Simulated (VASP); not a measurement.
# PbS (Pm-3m) in VASP: a series of runs, part 2 of 2

VASP 6.6.1. Earlier steps stand in the parts before.

## 4. Single point, PBEsol

Input file INCAR:

```
SYSTEM = PbS
PREC = Accurate ; ENCUT = 520
EDIFF = 1E-6 ; ISMEAR = -1
SIGMA = 0.05 ; LREAL = .False.
LASPH = .True. ; NELM = 80
ALGO = Normal ; ISIF = 2
LWAVE = .False. ; LCHARG = .False.
GGA = PS ; NBANDS = 17
```

Input file KPOINTS:

```
regular mesh
0
Gamma
  7 7 7
  0 0 0
```

Input file POSCAR:

```
PbS
1.0
    3.6042791765      0.0000000000      0.0000000000
    0.0000000000      3.6042791765      0.0000000000
    0.0000000000      0.0000000000      3.6042791765
Pb S
1 1
Direct
    0.0000000000      0.0000000000      0.0000000000
    0.5000000000      0.5000000000      0.5000000000
```

Potentials or basis: VASP PAW PBE potentials, release 64 (Pb_d, S).

Launch:

```sh
cat potpaw_PBE.64/Pb_d/POTCAR potpaw_PBE.64/S/POTCAR > POTCAR
mpirun -np 1 vasp_std > vasp.out
```

OUTCAR:

```text
SYSTEM = PbS
   PREC = Accurate
   ENCUT = 520
   EDIFF = 1E-6
   ISMEAR = -1
   LREAL = .False.
   LASPH = .True.
   NELM = 80
   ISIF = 2
   GGA = PS

 ion  position               nearest neighbor table
   1  0.000  0.000  0.000-   2 3.12   2 3.12   2 3.12   2 3.12   2 3.12   2 3.12   2 3.12   2 3.12

   2  0.500  0.500  0.500-   1 3.12   1 3.12   1 3.12   1 3.12   1 3.12   1 3.12   1 3.12   1 3.12

  LATTYP: Found a simple cubic cell.
 ALAT       =     3.6042791765

  Lattice vectors:

 A1 = (   3.6042791765,   0.0000000000,   0.0000000000)
 A2 = (   0.0000000000,   3.6042791765,   0.0000000000)
 A3 = (   0.0000000000,   0.0000000000,   3.6042791765)

Analysis of symmetry for initial positions (statically):
=====================================================================
 Subroutine PRICEL returns:
 Original cell was already a primitive cell.

 Routine SETGRP: Setting up the symmetry group for a
 simple cubic supercell.

 Subroutine GETGRP returns: Found 48 space group operations
 (whereof 48 operations were pure point group operations)
 out of a pool of 48 trial point group operations.

The static configuration has the point symmetry O_h .

[... 152 lines left out ...]

  energy without entropy =       -9.00939919  energy(sigma->0) =       -9.01412680

 E-fermi :   6.3542     XC(G=0): -10.5532

 val. band max:        6.3361507188   @ k =   0.2857   0.1429   0.1429
 cond. band min:       7.2000555168   @ k =   0.4286   0.4286   0.4286
 fundamental gap:      0.8639047980
 Fermi energy:         6.3542430041

 k-point     1 :       0.0000    0.0000    0.0000
  band No.  band energies     occupation
      1     -10.3473      2.00000
      2     -10.3473      2.00000
      3     -10.1073      2.00000
      4     -10.1073      2.00000
      5     -10.1073      2.00000
      6      -7.0003      2.00000
[... 377 lines left out ...]
      4     -10.0562      2.00000
      5     -10.0562      2.00000
      6      -4.5223      2.00000
[... 9 lines left out ...]
     16      19.5804      0.00000
     17      23.2235      0.00000

------------------------ aborting loop because EDIFF is reached ----------------------------------------

  FORCE on cell =-STRESS in cart. coord.  units (eV):
  Direction    XX          YY          ZZ          XY          YZ          ZX
  --------------------------------------------------------------------------------------
  -------------------------------------------------------------------------------------
  Total       -0.4679679     -0.4679679     -0.4679679     -0.0000000      0.0000000     -0.0000000
  in kB      -16.0129522    -16.0129522    -16.0129522     -0.0000000      0.0000000     -0.0000000
  external PRESSURE =     -16.0129522 kB  Pullay stress =       0.0000000 kB

 VOLUME and BASIS-vectors are now :
 -----------------------------------------------------------------------------
  energy-cutoff  :      520.00
  volume of cell :       46.82
      direct lattice vectors                 reciprocal lattice vectors
     3.604279176  0.000000000  0.000000000     0.277447986  0.000000000  0.000000000
     0.000000000  3.604279176  0.000000000     0.000000000  0.277447986  0.000000000
     0.000000000  0.000000000  3.604279176     0.000000000  0.000000000  0.277447986

 POSITION                                       TOTAL-FORCE (eV/Angst)
 -----------------------------------------------------------------------------------
      0.00000      0.00000      0.00000         0.000000      0.000000      0.000000
      1.80214      1.80214      1.80214         0.000000      0.000000      0.000000
 -----------------------------------------------------------------------------------
    total drift:                               -0.000000      0.000000      0.000000

  FREE ENERGIE OF THE ION-ELECTRON SYSTEM (eV)
  ---------------------------------------------------
  free  energy   TOTEN  =        -9.0188544139 eV

  energy  without entropy=       -9.0093991877  energy(sigma->0) =       -9.01412680
```

OSZICAR:

```text
N       E                     dE             d eps       ncg     rms          rms(c)
DAV:   1     0.159052879029E+03    0.15905E+03   -0.99516E+03   680   0.129E+03
DAV:   2     0.182523881418E+01   -0.15723E+03   -0.15119E+03   714   0.323E+02
DAV:   3    -0.926905420011E+01   -0.11094E+02   -0.10984E+02   878   0.896E+01
DAV:   4    -0.954549089906E+01   -0.27644E+00   -0.27619E+00   871   0.149E+01
DAV:   5    -0.955392442243E+01   -0.84335E-02   -0.84332E-02   967   0.253E+00    0.429E+00
DAV:   6    -0.902929377553E+01    0.52463E+00   -0.13878E+00  1060   0.897E+00    0.298E+00
DAV:   7    -0.902399095369E+01    0.53028E-02   -0.96793E-02   799   0.165E+00    0.169E+00
DAV:   8    -0.901975224250E+01    0.42387E-02   -0.18088E-02   782   0.106E+00    0.253E-01
DAV:   9    -0.901885278343E+01    0.89946E-03   -0.50484E-03  1028   0.445E-01    0.101E-01
DAV:  10    -0.901889128652E+01   -0.38503E-04   -0.59305E-04   938   0.189E-01    0.759E-02
DAV:  11    -0.901885631765E+01    0.34969E-04   -0.16753E-04   963   0.893E-02    0.966E-03
DAV:  12    -0.901885471567E+01    0.16020E-05   -0.12397E-05   833   0.236E-02    0.612E-03
DAV:  13    -0.901885441389E+01    0.30179E-06   -0.13097E-06   474   0.764E-03
   1 F= -.90188544E+01 E0= -.90141268E+01  d E =-.945523E-02
```

It took 27 s on 1 thread of Intel Xeon 8259CL, shared host; peak memory 0.16 GiB.

Results:

- Free energy: -9.0189 eV
- Pressure: -1.6 GPa
- Band gap on the k mesh: zero (band 10 reaches 6.34 eV, above the bottom of band 11 at 6.27 eV)

Caveat: the PAW data sets were made with another functional, which shifts forces and pressure a little; spin-orbit coupling is left out, which moves the levels of the heavy elements.

## 5. The runs side by side

| level | potentials or basis | cell | gap on the mesh (eV) | pressure (GPa) |
| --- | --- | --- | --- | --- |
| LDA | VASP PAW LDA potentials, release 64 (Pb_d, S) | a = 3.604 Å, 2 atoms | none | -3.4 |
| LDA | VASP PAW LDA potentials, release 64 (Pb_d, S) | a = 3.629 Å, 2 atoms | none | -4.4 |
| PBEsol | VASP PAW PBE potentials, release 64 (Pb_d, S) | a = 3.604 Å, 2 atoms | none | -1.6 |

Alike in all rows: task single point; no spin polarisation; k mesh 7 × 7 × 7; cutoff (eV) 520; smearing fermi-dirac 0.05 eV.

Caveats: spin-orbit coupling is left out, which moves the levels of the heavy elements; the PAW data sets were made with another functional, which shifts forces and pressure a little (some runs).

Absolute energies hang on the potentials; compare differences alone.
